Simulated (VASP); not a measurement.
Write the native input for VASP 6.6.1 that does the following.

```
Task                   : single point
Functional             : r2SCAN
Potentials or basis    : VASP PAW PBE potentials, release 64 (Cu, O)
Cutoff                 : 520 eV
k mesh                 : 14 × 14 × 14
Occupations            : fermi-dirac, width 0.1 eV
Spin                   : no spin polarisation
Dipole correction      : no
Further INCAR settings : ALGO = Normal; EDIFF = 1e-06; NBANDS = 16
```

The system is CuO (rock salt type).

```
CELL_PARAMETERS angstrom
0.00000 2.10760 2.10760
2.10760 0.00000 2.10760
2.10760 2.10760 0.00000
ATOMIC_POSITIONS crystal
Cu 0.00000 0.00000 0.00000
O 0.50000 0.50000 0.50000
```

These files were run (other wordings do the same):

POSCAR

```
CuO
1.0
    0.0000000000      2.1075998851      2.1075998851
    2.1075998851      0.0000000000      2.1075998851
    2.1075998851      2.1075998851      0.0000000000
Cu O
1 1
Direct
    0.0000000000      0.0000000000      0.0000000000
    0.5000000000      0.5000000000      0.5000000000
```

INCAR.step1

```
SYSTEM = CuO
ALGO = Normal
EDIFF = 1E-4
ENCUT = 520
GGA = PE
ISMEAR = -1
LASPH = .TRUE.
LCHARG = .FALSE.
LREAL = .FALSE.
LWAVE = .TRUE.
NBANDS = 16
NELM = 60
PREC = Accurate
SIGMA = 0.1
```

INCAR.step2

```
SYSTEM = CuO
ALGO = Normal
EDIFF = 1E-6
ENCUT = 520
ISIF = 2
ISMEAR = -1
ISTART = 1
LASPH = .TRUE.
LCHARG = .TRUE.
LELF = .TRUE.
LMIXTAU = .TRUE.
LREAL = .FALSE.
LVHAR = .TRUE.
LWAVE = .FALSE.
METAGGA = R2SCAN
NBANDS = 16
NELM = 60
PREC = Accurate
SIGMA = 0.1
```

KPOINTS

```
k-points
0
G
  14 14 14
  0 0 0
```

Potentials or basis: VASP PAW PBE potentials, release 64 (Cu, O).

Command:

```bash
$ cat potpaw_PBE.64/Cu/POTCAR potpaw_PBE.64/O/POTCAR > POTCAR
$ cp INCAR.step1 INCAR
$ mpirun -np 1 vasp_std > vasp.out
$ cp INCAR.step2 INCAR
$ mpirun -np 1 vasp_std > vasp.out
```

Results of the run:

The pressure is -3.0 GPa. The band gap on the k mesh is zero (an odd number of electrons rules out a gap without spin polarisation).

Caveat: the PAW data sets were made with another functional, which shifts forces and pressure a little; an odd number of electrons without spin polarisation forces a metal; a magnetic or distorted state may lie lower; semilocal functionals often make such compounds metallic where correlation or magnetic order opens a gap, which also shifts bond lengths.

It took 2.6 min on 1 thread of Intel Xeon 8259CL (shared host), peak memory 0.17 GiB.
